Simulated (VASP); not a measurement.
Here is a VASP 6.6.1 calculation.

INCAR

```
ALGO = Normal ; EDIFF = 1E-7
ENCUT = 520 ; GGA = PE
ISIF = 2 ; ISMEAR = 0
LASPH = T ; LCHARG = T
LELF = T ; LREAL = F
LVHAR = T ; LWAVE = F
NBANDS = 26 ; NELM = 80
PREC = Accurate ; SIGMA = 0.05
```

KPOINTS

```
k-points
0
Gamma
  6 6 6
```

Contents of POSCAR:

```
MgO
1.0
    1.4688622380      2.5441440255      2.6797873418
   -1.4688622380     -2.5441440255      2.6797873418
    4.4065867139     -2.5441440255      0.0000000000
Mg O
4 4
Direct
    0.5000000000      0.5000000000      0.0000000000
    0.2500000000      0.7500000000      0.5000000000
    0.7500000000      0.2500000000      0.5000000000
    0.0000000000      0.0000000000      0.0000000000
    0.7670199760      0.7329800240      0.3673732852
    0.5000000000      1.0000000000      0.8333333333
    0.0000000000      0.5000000000      0.8333333333
    0.2500000000      0.2500000000      0.3333333333
```

Potentials or basis: VASP PAW PBE potentials, release 64 (Mg, O).

Run with:

```console
$ cat potpaw_PBE.64/Mg/POTCAR potpaw_PBE.64/O/POTCAR > POTCAR
$ mpirun -np 1 vasp_std > vasp.out
```

Task: What does it give for the largest force?

Result: 1.660 eV/Å.

Task: Predict the pressure.

Result: 0.1 GPa.

Task: Predict the band gap on the k mesh.

Result: 2.97 eV.

Forces on the atoms (eV/Å):
```
Mg  -0.039  0.087 -0.082
Mg   0.399  0.050  0.081
Mg   0.399  0.050 -0.081
Mg  -0.039  0.087  0.082
O   -1.640 -0.259  0.000
O    0.436 -0.224  0.000
O    0.580 -0.175  0.000
O   -0.098  0.385  0.000
```

Caveat: the cell differs from its parent crystal (atom 5 (O) moved +0.200 Å along Cartesian [1 0 0]); forces of over 1 eV/Å act on the atoms, so gaps and moduli don't describe the material at rest. A k mesh can miss the band edges.
